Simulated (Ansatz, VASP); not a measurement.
Ta: VASP beside Ansatz

```
CELL_PARAMETERS angstrom
2.88577 0.00000 0.00000
-1.44288 2.49915 0.00000
0.00000 0.00000 5.12806
ATOMIC_POSITIONS crystal
Ta 0.33333 0.66667 0.25000
Ta 0.66667 0.33333 0.75000
```

Alike in both runs: task single point; functional r2SCAN; k mesh 14 × 14 × 7; occupations fermi-dirac, width 0.1 eV; no spin polarisation.

|  | VASP | Ansatz |
| --- | --- | --- |
| version | VASP 6.6.1 | Ansatz 0.2.0 |
| potentials or method | VASP PAW PBE potentials, release 64 (Ta_pv), cutoff 520 eV | plane waves (500 eV) with PAW, scalar-relativistic |
| valence electrons in the cell | 22 | 26 |

```tsv
	VASP	Ansatz	Ansatz less VASP
pressure (GPa)	0.8	0.2	-0.55
traceless stress, the component that is largest in VASP (GPa)	-0.48	-0.53	-0.049
```

VASP's potentials were made for PBE, not for r2SCAN. With one functional, cell and mesh, what is left measures potentials, basis and numerics. VASP's potentials hold 22 valence electrons a cell and Ansatz's 26, so a difference there can come from the potentials and not from the codes.

Spin-orbit coupling is off throughout.
